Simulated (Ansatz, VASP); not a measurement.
## TaN in VASP and in Ansatz

```
Ta N
1.0
     2.92331    0.00000    0.00000
    -1.46165    2.53166    0.00000
     0.00000    0.00000    2.75726
Ta N
1 1
Direct
  0.33333 0.66667 0.50000
  0.00000 0.00000 0.00000
```

Alike in both runs: task single point; functional PBEsol; k mesh 21 × 21 × 18; occupations gaussian, width 0.15 eV; no spin polarisation.

```csv
,VASP,Ansatz
version,VASP 6.6.1,Ansatz 0.2.0
potentials or method,"VASP PAW PBE potentials, release 64 (Ta_pv, N), cutoff 520 eV","scalar-relativistic, plane waves, PAW"
valence electrons in the cell,16,18
```

```csv
,VASP,Ansatz,Ansatz less VASP
gap on the k mesh at the Fermi level (eV),none,none,-
pressure (GPa),19.0,17.9,-1.10
"traceless stress, the component that is largest in VASP (GPa)",20.83,20.62,-0.210
```

VASP's potentials were made for PBE, not for PBEsol. A gap of «none» marks a metal or a gap that the smearing closes. VASP's potentials hold 16 valence electrons a cell and Ansatz's 18, so a difference there can come from the potentials and not from the codes.

Neither program's run includes spin-orbit coupling.
